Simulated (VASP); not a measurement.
Write the native input for VASP 6.6.1 that does the following.

| Property | Result |
| --- | --- |
| Task | relaxation of cell and atoms |
| Functional | PBE |
| Potentials or basis | VASP PAW PBE potentials, release 64 (Na_pv) |
| Cutoff | 600 eV |
| k mesh | 12 × 12 × 12 |
| Occupations | gaussian, width 0.1 eV |
| Spin | no spin polarisation |
| Dipole correction | no |
| Further INCAR settings | ALGO = Normal; EDIFF = 1e-06; IBRION = 2; EDIFFG = -0.01; NSW = 100; ISIF = 3 |

The structure of Na lies in POSCAR:

```
Na
1.0
    0.0000000000      3.7917977989      3.7917977989
    3.7917977989      0.0000000000      3.7917977989
    3.7917977989      3.7917977989      0.0000000000
Na
2
Direct
    0.5000000000      0.5000000000      0.5000000000
    0.7500000000      0.7500000000      0.7500000000
```

The input as run:

INCAR

```
ALGO     = Normal         # electronic algorithm
EDIFF    = 1E-6           # SCF threshold, eV
EDIFFG   = -0.01          # ionic threshold
ENCUT    = 600            # plane-wave cutoff, eV
GGA      = PE             # functional
IBRION   = 2              # ionic algorithm
ISIF     = 3              # what is computed and relaxed
ISMEAR   = 0              # smearing method
LASPH    = T              # aspherical terms in the spheres
LCHARG   = F              # write CHGCAR
LREAL    = F              # projectors in reciprocal space
LWAVE    = F              # write WAVECAR
NELM     = 100            # most SCF steps
NSW      = 100            # ionic steps
PREC     = Accurate       # precision mode
SIGMA    = 0.1            # smearing width, eV
```

KPOINTS

```
k-points
0
Gamma
  12 12 12
```

Potentials or basis: VASP PAW PBE potentials, release 64 (Na_pv).

The run is started by

```console
$ cat potpaw_PBE.64/Na_pv/POTCAR > POTCAR
$ mpirun -np 1 vasp_std > vasp.out
```

It gave:

- Pressure after relaxing: 0.0 GPa
- Band gap on the k mesh: zero (band 7 reaches -0.19 eV, above the bottom of band 8 at -0.91 eV)

Caveat: the relaxation stopped at its first step, so nothing moved.

It took 100 s on 1 thread of Oxide Virtual Turin-like Processor (shared host), peak memory 0.31 GiB.
